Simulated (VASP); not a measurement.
# ZnS (P2_1) in VASP: a series of runs

ZnS is run at these levels: PBE; tasks: single point.

Everything below comes from runs of VASP 6.6.1. Logs are shortened: lines on timing, memory, paths and dates and some standing lists are left out, and cuts for length are marked.

## 1. The cell of the first run

Symmetry: P2_1, No. 4, monoclinic system. The conventional cell has a = 3.948 Å, b = 6.304 Å, c = 3.948 Å, α = 90.00°, β = 120.00°, γ = 90.00°. Within 3.1 Å of Zn (site symmetry 1) lie 4 S at 2.37 to 2.43 Å. S (site symmetry 1) has 4 Zn at 2.37 to 2.43 Å within 3.1 Å.

## 2. Single point, PBE (atoms displaced along a vibrational mode, the cell strained)

The input, INCAR:

```
PREC = Accurate
ENCUT = 520
EDIFF = 1E-6
ISMEAR = 0
SIGMA = 0.05
LREAL = F
LASPH = T
NELM = 80
ALGO = Normal
ISIF = 2
LWAVE = F
LCHARG = F
GGA = PE
NBANDS = 26
```

The input, KPOINTS:

```
regular mesh
0
Gamma
  9 9 4
```

The input, POSCAR:

```
ZnS
1.0
    3.9482351536      0.0000000000      0.0000000000
   -1.9741175768      3.4192719432      0.0000000000
    0.0000000000      0.0000000000      6.3037246812
Zn S
2 2
Direct
    0.2993460745      0.6666666667      0.0052003729
    0.7006539255      0.3333333333      0.5052003729
    0.3607984271      0.6666666667      0.3797996271
    0.6392015729      0.3333333333      0.8797996271
```

Potentials or basis: VASP PAW PBE potentials, release 64 (Zn, S).

Launch:

```console
$ cat potpaw_PBE.64/Zn/POTCAR potpaw_PBE.64/S/POTCAR > POTCAR
$ mpirun -np 1 vasp_std > vasp.out
```

OUTCAR:

```text
PREC = Accurate
   ENCUT = 520
   EDIFF = 1E-6
   ISMEAR = 0
   LREAL = F
   LASPH = T
   NELM = 80
   ISIF = 2
   GGA = PE

 ion  position               nearest neighbor table
   1  0.299  0.667  0.005-   3 2.37   4 2.39   4 2.41   4 2.43
   2  0.701  0.333  0.505-   4 2.37   3 2.39   3 2.41   3 2.43
   3  0.361  0.667  0.380-   1 2.37   2 2.39   2 2.41   2 2.43
   4  0.639  0.333  0.880-   2 2.37   1 2.39   1 2.41   1 2.43

  LATTYP: Found a hexagonal cell.
 ALAT       =     3.9482351536
 C/A-ratio  =     1.5965930184

  Lattice vectors:

 A1 = (   3.9482351536,   0.0000000000,   0.0000000000)
 A2 = (  -1.9741175768,   3.4192719432,   0.0000000000)
 A3 = (   0.0000000000,   0.0000000000,   6.3037246812)

Analysis of symmetry for initial positions (statically):
=====================================================================
 Subroutine PRICEL returns:
 Original cell was already a primitive cell.

 Routine SETGRP: Setting up the symmetry group for a
 hexagonal supercell.

 Subroutine GETGRP returns: Found  2 space group operations
 (whereof  1 operations were pure point group operations)
 out of a pool of 24 trial point group operations.

The static configuration has the point symmetry C_1 .
 The point group associated with its full space group is C_2 .

Analysis of symmetry for dynamics (positions and initial velocities):
=====================================================================
 Subroutine PRICEL returns:
 Original cell was already a primitive cell.

 Routine SETGRP: Setting up the symmetry group for a
 hexagonal supercell.

 Subroutine GETGRP returns: Found  2 space group operations
 (whereof  1 operations were pure point group operations)
 out of a pool of 24 trial point group operations.

The dynamic configuration has the point symmetry C_1 .
 The point group associated with its full space group is C_2 .

 Subroutine INISYM returns: Found  2 space group operations
 (whereof  1 operations are pure point group operations),
 and found     1 'primitive' translations

----------------------------------------------------------------------------------------

                                     Primitive cell

  volume of cell :      85.1008

  direct lattice vectors                    reciprocal lattice vectors
     3.948235154  0.000000000  0.000000000     0.253277721  0.146229960  0.000000000
    -1.974117577  3.419271943  0.000000000     0.000000000  0.292459920  0.000000000
     0.000000000  0.000000000  6.303724681     0.000000000  0.000000000  0.158636370

[... 88 lines left out ...]
   LREAL  =      F    real-space projection
   EDIFFG = 0.1E-04   stopping-criterion for IOM
   NSW    =      0    number of steps for IOM
   IBRION =     -1    ionic relax: 0-MD 1-quasi-New 2-CG
   NFREE  =      0    steps in history (QN), initial steepest desc. (CG)
   ISIF   =      2    stress and relaxation
   ISYM   =      2    0-nonsym 1-usesym 2-fastsym
   POTIM  = 0.5000    time-step for ionic-motion
   TEBEG  =    0.0;   TEEND  =   0.0 temperature during run
   PSTRESS=    0.0 pullay stress
   NELECT =      36.0000    total number of electrons
   NUPDOWN=      -1.0000    fix difference up-down
   EMIN   =  10.00;   EMAX   =-10.00  energy-range for DOS
   EFERMI =   0.00;   METHOD = LEGACY
   ISMEAR =     0;   SIGMA  =   0.05  broadening in eV -4-tet -1-fermi 0-gaus
   EFERMI_NEDOS =   21; number of points for ismear=-14 and -15
   IALGO  =     38    algorithm
   IMIX   =      4    mixing-type and parameters
     AMIX     =   0.40;   BMIX     =  1.00
     AMIX_MAG =   1.60;   BMIX_MAG =  1.00
  volume/ion in A,a.u.               =      21.28       143.57
  Fermi-wavevector in a.u.,A,eV,Ry     =   1.228941  2.322362 20.548824  1.510296
  Thomas-Fermi vector in A             =   2.363847
   LORBIT       =      0    0 simple, 1 ext, 2 COOP (PROOUT), +10 PAW based schemes
   GGA     = PE    functional components
   LHFCALC =     F    Hartree Fock is set to
   AEXX    =    0.0000 exact exchange contribution
   IVDW    =     0    specifies the selected vdW correction
   LEPSILON=     F    determine dielectric tensor
   LRPA    =     F    only Hartree local field effects (RPA)
 non-spin polarized calculation
 Gauss-broadening in eV      SIGMA  =   0.05
  energy-cutoff  :      520.00
  volume of cell :       85.10
 maximum number of plane-waves:      2321
 NGX is ok and might be reduce to    30
   NGX = 15   NGY = 15   NGZ = 23

 number of electron      35.9999959 magnetization

 Free energy of the ion-electron system (eV)
  ---------------------------------------------------
  ext. energy  EPLUGINS =         0.00000000
  ---------------------------------------------------
  free energy    TOTEN  =       -13.61040327 eV

  energy without entropy =      -13.61040327  energy(sigma->0) =      -13.61040327

 E-fermi :   1.7419     XC(G=0):  -9.2769

 val. band max:        1.4680656826   @ k =   0.0000   0.0000   0.0000
 cond. band min:       3.2925230102   @ k =   0.0000   0.0000   0.0000
 fundamental gap:      1.8244573276
 Fermi energy:         1.7419024056

 k-point     1 :       0.0000    0.0000    0.0000
  band No.  band energies     occupation
      1     -11.2088      2.00000
      2     -10.3529      2.00000
      3      -4.6397      2.00000
      4      -4.6342      2.00000
      5      -4.5794      2.00000
      6      -4.5377      2.00000
[... 685 lines left out ...]
     25      10.3263      0.00000
     26      10.7821      0.00000

 [... further k-points ...]

------------------------ aborting loop because EDIFF is reached ----------------------------------------

  FORCE on cell =-STRESS in cart. coord.  units (eV):
  Direction    XX          YY          ZZ          XY          YZ          ZX
  --------------------------------------------------------------------------------------
  -------------------------------------------------------------------------------------
  Total       -2.1766453     -2.1182281     -0.7608367     -0.2391518      0.0000000      0.0000000
  in kB      -40.9792822    -39.8794733    -14.3241271     -4.5024643      0.0000000      0.0000000
  external PRESSURE =     -31.7276275 kB  Pullay stress =       0.0000000 kB

 VOLUME and BASIS-vectors are now :
 -----------------------------------------------------------------------------
  energy-cutoff  :      520.00
  volume of cell :       85.10
      direct lattice vectors                 reciprocal lattice vectors
     3.948235154  0.000000000  0.000000000     0.253277721  0.146229960  0.000000000
    -1.974117577  3.419271943  0.000000000     0.000000000  0.292459920  0.000000000
     0.000000000  0.000000000  6.303724681     0.000000000  0.000000000  0.158636370

 POSITION                                       TOTAL-FORCE (eV/Angst)
 -----------------------------------------------------------------------------------
     -0.13419      2.27951      0.03278         0.127189      0.011288     -0.085084
      2.10831      1.13976      3.18464        -0.127189     -0.011288     -0.085084
      0.10844      2.27951      2.39415        -0.104567      0.006458      0.085084
      1.86568      1.13976      5.54601         0.104567     -0.006458      0.085084
 -----------------------------------------------------------------------------------
    total drift:                               -0.000000     -0.000000     -0.000175

  FREE ENERGIE OF THE ION-ELECTRON SYSTEM (eV)
  ---------------------------------------------------
  free  energy   TOTEN  =       -13.6104032685 eV

  energy  without entropy=      -13.6104032685  energy(sigma->0) =      -13.61040327
```

OSZICAR:

```text
N       E                     dE             d eps       ncg     rms          rms(c)
DAV:   1     0.240218778569E+03    0.24022E+03   -0.16955E+04  6396   0.163E+03
DAV:   2     0.100933372878E+02   -0.23013E+03   -0.21994E+03  6626   0.342E+02
DAV:   3    -0.138867708354E+02   -0.23980E+02   -0.23739E+02  7656   0.109E+02
DAV:   4    -0.144696672944E+02   -0.58290E+00   -0.58159E+00  7466   0.172E+01
DAV:   5    -0.144786884641E+02   -0.90212E-02   -0.90185E-02  7766   0.211E+00    0.852E+00
DAV:   6    -0.136182749963E+02    0.86041E+00   -0.16562E+00  9644   0.355E+01    0.667E+00
DAV:   7    -0.136132447357E+02    0.50303E-02   -0.10488E+00  6820   0.601E+00    0.324E+00
DAV:   8    -0.136093916824E+02    0.38531E-02   -0.35169E-02  8062   0.203E+00    0.821E-01
DAV:   9    -0.136099608754E+02   -0.56919E-03   -0.68854E-03  8688   0.140E+00    0.204E-01
DAV:  10    -0.136101765747E+02   -0.21570E-03   -0.81462E-04  7146   0.305E-01    0.845E-02
DAV:  11    -0.136104021627E+02   -0.22559E-03   -0.38301E-04  6570   0.118E-01    0.578E-02
DAV:  12    -0.136103999371E+02    0.22256E-05   -0.91558E-06  7880   0.219E-02    0.130E-02
DAV:  13    -0.136104030983E+02   -0.31613E-05   -0.48616E-06  6320   0.144E-02    0.146E-03
DAV:  14    -0.136104032685E+02   -0.17014E-06   -0.34968E-07  5630   0.370E-03
   1 F= -.13610403E+02 E0= -.13610403E+02  d E =-.824679E-17
```

stdout:

```text
POSCAR found type information on POSCAR ZnS
 POSCAR found :  2 types and       4 ions
 scaLAPACK will be used
 LDA part: xc-table for (Slater+PW92), standard interpolation
 POSCAR, INCAR and KPOINTS ok, starting setup
 FFT: planning ... GRIDC
 FFT: planning ... GRID_SOFT
 FFT: planning ... GRID
 WAVECAR not read
 entering main loop
```

It took 3.6 min on 1 thread of Intel Xeon Platinum 8488C (Sapphire Rapids), shared host; peak memory 0.35 GiB.

Results:

```yaml
Free_energy: -13.6104 eV
Pressure: -3.2 GPa
Largest_force: 0.153 eV/Å
Band_gap_on_the_k_mesh: 1.82 eV
```

Forces in eV/Å, atoms in the order of the input:
```
Zn   0.127  0.011 -0.085
Zn  -0.127 -0.011 -0.085
S   -0.105  0.006  0.085
S    0.105 -0.006  0.085
```

Levels at points of the mesh, in eV from the valence-band top:
```
           k point  band 14  band 15  band 16  band 17  band 18  band 19  band 20  band 21  band 22  band 23
(0.00, 0.00, 0.00)    -0.91    -0.85    -0.11    -0.02     0.00     1.82     2.78     6.00     6.47     6.80
(0.00, 0.00, 0.50)    -2.65    -0.52    -0.52    -0.45    -0.45     3.21     3.21     6.51     6.51     6.66
```

Caveat: the cell differs from its parent crystal (atoms displaced along a vibrational mode, the cell strained); the cell stands under tension.

[end of part 1 of 3]
